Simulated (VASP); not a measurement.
Here is a VASP 6.6.1 calculation.

The input INCAR:

```
PREC = Accurate
ENCUT = 520
EDIFF = 1E-6
ISMEAR = 1
SIGMA = 0.05
LREAL = False
LASPH = True
NELM = 80
ALGO = Normal
ISIF = 2
LWAVE = False
LCHARG = True
GGA = CA
LELF = True
LVHAR = True
NBANDS = 14
```

The input KPOINTS:

```
Automatic mesh
0
Gamma
  10 10 3
```

The input POSCAR:

```
Li
1.0
    2.9874130655      0.0000000000      0.0000000000
   -1.4937065327      2.5871756063      0.0000000000
    0.0000000000      0.0000000000      9.8218630933
Li
4
Direct
    0.0000000000      0.0000000000      0.0000000000
    0.3333333333      0.6666666667      0.2500000000
    0.0000000000      0.0000000000      0.5000000000
    0.6666666667      0.3333333333      0.7500000000
```

Potentials or basis: VASP PAW LDA potentials, release 64 (Li_sv).

The run is started by

```sh
$ cat potpaw_LDA.64/Li_sv/POTCAR > POTCAR
$ mpirun -np 1 vasp_std > vasp.out
```

What does it give for the band gap on the k mesh?

Zero (band 6 reaches 2.36 eV, above the bottom of band 7 at -1.68 eV).
